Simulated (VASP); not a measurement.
FeB2W2:

```
CELL_PARAMETERS angstrom
5.69000 0.00000 0.00000
0.00000 5.69000 0.00000
0.00000 0.00000 3.16200
ATOMIC_POSITIONS crystal
Fe 0.00000 0.00000 0.00000
Fe 0.50000 0.50000 0.00000
B 0.39400 0.89400 0.00000
B 0.10600 0.39400 0.00000
B 0.60600 0.10600 0.00000
B 0.89400 0.60600 0.00000
W 0.18300 0.68300 0.50000
W 0.31700 0.18300 0.50000
W 0.81700 0.31700 0.50000
W 0.68300 0.81700 0.50000
```

Base run:

- Program: VASP 6.6.1
- Functional: r2SCAN
- Potentials or basis: VASP PAW PBE potentials, release 64 (Fe, B, W_sv)
- Cutoff: 520 eV
- k mesh: 5 × 5 × 8
- Occupations: fermi-dirac, width 0.05 eV
- Spin: no spin polarisation

Its results: pressure 3.3 GPa; largest force 1.403 eV/Å.

Q: The run is repeated on the same cell with these changes: spin from no spin polarisation to collinear spin, ferromagnetic start; further incar settings from ALGO = Normal; EDIFF = 1e-06; NBANDS = 53 to ALGO = Normal; EDIFF = 1e-06; NBANDS = 57. What comes out?

A: Pressure 8.8 GPa; net moment 4.27 μB per cell; site moments Fe +2.02; B -0.03; W +0.08 μB; largest force 1.115 eV/Å.

Caveats: the cell stands under pressure; the PAW data sets were made with another functional, which shifts forces and pressure a little.
